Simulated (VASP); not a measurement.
# Co (P6_3/mmc) in VASP: further runs, part 2 of 2

VASP 6.6.1. The steps go on from the part before.

## Step 3: Single point, PBEsol, collinear spin, ferromagnetic start (equal strain along all axes, cell held: -2.0 %)

Input file INCAR:

```
SYSTEM = Co
PREC = Accurate
ENCUT = 520
EDIFF = 1E-6
ISMEAR = 0
SIGMA = 0.1
LREAL = .FALSE.
LASPH = .TRUE.
NELM = 150
ALGO = Fast
ISIF = 2
LWAVE = .FALSE.
LCHARG = .TRUE.
ISPIN = 2
MAGMOM = 1.8 1.8
LORBIT = 11
LMAXMIX = 4
GGA = PS
LELF = .TRUE.
LVHAR = .TRUE.
NBANDS = 20
```

Input file KPOINTS:

```
regular mesh
0
G
  24 24 14
  0 0 0
```

Input file POSCAR:

```
Co
1.0
    2.4073231504      0.0000000000      0.0000000000
   -1.2036615752      2.0848030033      0.0000000000
    0.0000000000      0.0000000000      3.8902018730
Co
2
Direct
    0.3333333333      0.6666666667      0.2500000000
    0.6666666667      0.3333333333      0.7500000000
```

Potentials or basis: VASP PAW PBE potentials, release 64 (Co).

On the command line:

```bash
$ cat potpaw_PBE.64/Co/POTCAR > POTCAR
$ mpirun -np 1 vasp_std > vasp.out
```

OUTCAR:

```text
SYSTEM = Co
   PREC = Accurate
   ENCUT = 520
   EDIFF = 1E-6
   ISMEAR = 0
   LREAL = .FALSE.
   LASPH = .TRUE.
   NELM = 150
   ISIF = 2
   ISPIN = 2
   LORBIT = 11
   GGA = PS

 ion  position               nearest neighbor table
   1  0.333  0.667  0.250-   2 2.39   2 2.39   2 2.39   2 2.39   2 2.39   2 2.39
   2  0.667  0.333  0.750-   1 2.39   1 2.39   1 2.39   1 2.39   1 2.39   1 2.39

  LATTYP: Found a hexagonal cell.
 ALAT       =     2.4073231504
 C/A-ratio  =     1.6159865668

  Lattice vectors:

 A1 = (   2.4073231504,   0.0000000000,   0.0000000000)
 A2 = (  -1.2036615752,   2.0848030033,   0.0000000000)
 A3 = (   0.0000000000,   0.0000000000,   3.8902018730)

[... 1324 lines left out ...]
  energy-cutoff  :      520.00
  volume of cell :       19.52
      direct lattice vectors                 reciprocal lattice vectors
     2.407323150  0.000000000  0.000000000     0.415399154  0.239830813  0.000000000
    -1.203661575  2.084803003  0.000000000     0.000000000  0.479661627  0.000000000
     0.000000000  0.000000000  3.890201873     0.000000000  0.000000000  0.257056069

 POSITION                                       TOTAL-FORCE (eV/Angst)
 -----------------------------------------------------------------------------------
     -0.00000      1.38987      0.97255         0.000000      0.000000      0.000000
      1.20366      0.69493      2.91765        -0.000000      0.000000      0.000000
 -----------------------------------------------------------------------------------
    total drift:                               -0.000000     -0.000000     -0.000000

  FREE ENERGIE OF THE ION-ELECTRON SYSTEM (eV)
  ---------------------------------------------------
  free  energy   TOTEN  =       -15.4244536754 eV

  energy  without entropy=      -15.4171403234  energy(sigma->0) =      -15.42079700

 total charge

# of ion       s       p       d       tot
------------------------------------------
    1        0.536   0.624   7.340   8.500
    2        0.536   0.624   7.340   8.500
--------------------------------------------------
tot          1.072   1.248  14.681  17.001

 magnetization (x)

# of ion       s       p       d       tot
------------------------------------------
    1       -0.016  -0.052   1.581   1.513
    2       -0.016  -0.052   1.581   1.513
--------------------------------------------------
tot         -0.032  -0.104   3.161   3.025
```

OSZICAR:

```text
N       E                     dE             d eps       ncg     rms          rms(c)
DAV:   1     0.835290916584E+02    0.83529E+02   -0.78545E+03 41564   0.122E+03
DAV:   2    -0.132033886496E+02   -0.96732E+02   -0.86824E+02 39576   0.220E+02
DAV:   3    -0.177969043037E+02   -0.45935E+01   -0.43988E+01 44184   0.573E+01
DAV:   4    -0.178654442979E+02   -0.68540E-01   -0.68485E-01 47840   0.621E+00
DAV:   5    -0.178674173385E+02   -0.19730E-02   -0.19729E-02 45400   0.101E+00    0.177E+01
RMM:   6    -0.157516100922E+02    0.21158E+01   -0.67077E+00 46804   0.278E+01    0.702E+00
RMM:   7    -0.154857710841E+02    0.26584E+00   -0.63146E-01 46939   0.907E+00    0.459E+00
RMM:   8    -0.154407418828E+02    0.45029E-01   -0.30508E-02 54919   0.103E+00    0.205E+00
RMM:   9    -0.154247833082E+02    0.15959E-01   -0.88853E-03 57938   0.471E-01    0.560E-01
RMM:  10    -0.154244302737E+02    0.35303E-03   -0.16850E-03 54177   0.370E-01    0.119E-01
RMM:  11    -0.154244589463E+02   -0.28673E-04   -0.65312E-04 61782   0.126E-01    0.654E-02
RMM:  12    -0.154244530721E+02    0.58742E-05   -0.55610E-05 57768   0.484E-02    0.428E-02
RMM:  13    -0.154244565001E+02   -0.34280E-05   -0.19900E-05 58204   0.387E-02    0.128E-02
RMM:  14    -0.154244539152E+02    0.25849E-05   -0.45825E-06 50801   0.167E-02    0.256E-03
RMM:  15    -0.154244536754E+02    0.23976E-06   -0.12046E-06 32280   0.684E-03
   1 F= -.15424454E+02 E0= -.15420797E+02  d E =-.731335E-02  mag=     3.0328
```

stdout:

```text
POSCAR found type information on POSCAR Co
 POSCAR found :  1 types and       2 ions
 scaLAPACK will be used
 -----------------------------------------------------------------------------
|                                                                             |
|                                                                             |
|     You enforced a specific xc type in the INCAR file but a different       |
|     I HOPE YOU KNOW WHAT YOU ARE DOING!                                     |
|                                                                             |
 -----------------------------------------------------------------------------

 LDA part: xc-table for (Slater+PW92), standard interpolation
 POSCAR, INCAR and KPOINTS ok, starting setup
 FFT: planning ... GRIDC
 FFT: planning ... GRID_SOFT
 FFT: planning ... GRID
 WAVECAR not read
 entering main loop
WARNING in EDDRMM: call to ZHEGV failed, returncode =   8  4     19
WARNING in EDDRMM: call to ZHEGV failed, returncode =   8  4     18
WARNING in EDDRMM: call to ZHEGV failed, returncode =   6  3     20
WARNING in EDDRMM: call to ZHEGV failed, returncode =   6  3     17
WARNING in EDDRMM: call to ZHEGV failed, returncode =   6  3     20
```

It took 5.5 min on 1 thread of Oxide Virtual Turin-like, shared host; peak memory 0.32 GiB.

Results:

- Free energy: -15.4245 eV
- Pressure: 15.8 GPa
- Net moment: 3.03 μB per cell
- Site moments: Co +1.51 μB
- Valence electrons inside the program's atomic spheres: Co 8.50

Levels at points of the mesh, in eV from the Fermi level:
Spin up:
| k point | band 6 | band 7 | band 8 | band 9 | band 10 | band 11 | band 12 | band 13 | band 14 | band 15 |
| --- | --- | --- | --- | --- | --- | --- | --- | --- | --- | --- |
| (0.00, 0.00, 0.00) | -2.33 | -2.33 | -1.91 | -1.91 | -0.60 | -0.60 | -0.16 | 7.37 | 22.81 | 26.25 |
| (0.50, 0.00, 0.00) | -2.62 | -2.23 | -0.45 | -0.33 | -0.27 | 1.65 | 3.90 | 10.55 | 11.33 | 13.76 |
| (0.00, 0.00, 0.50) | -2.78 | -2.78 | -2.78 | -0.97 | -0.97 | -0.97 | -0.97 | 16.27 | 16.27 | 23.62 |
| (0.50, 0.00, 0.50) | -1.76 | -0.94 | -0.94 | -0.34 | -0.34 | 1.78 | 1.78 | 8.27 | 8.27 | 19.75 |
Spin down:
| k point | band 5 | band 6 | band 7 | band 8 | band 9 | band 10 |
| --- | --- | --- | --- | --- | --- | --- |
| (0.00, 0.00, 0.00) | -1.18 | -0.75 | -0.75 | -0.27 | -0.27 | -0.12 |
| (0.50, 0.00, 0.00) | -1.37 | -1.24 | -0.76 | 1.31 | 1.47 | 1.51 |
| (0.00, 0.00, 0.50) | -1.26 | -1.26 | -1.26 | -1.26 | 0.77 | 0.77 |
| (0.50, 0.00, 0.50) | -0.14 | -0.14 | 0.27 | 0.27 | 1.43 | 1.43 |

Caveat: the cell differs from its parent crystal (equal strain along all axes, cell held: -2.0 %); the cell stands under pressure; the PAW data sets were made with another functional, which shifts forces and pressure a little.
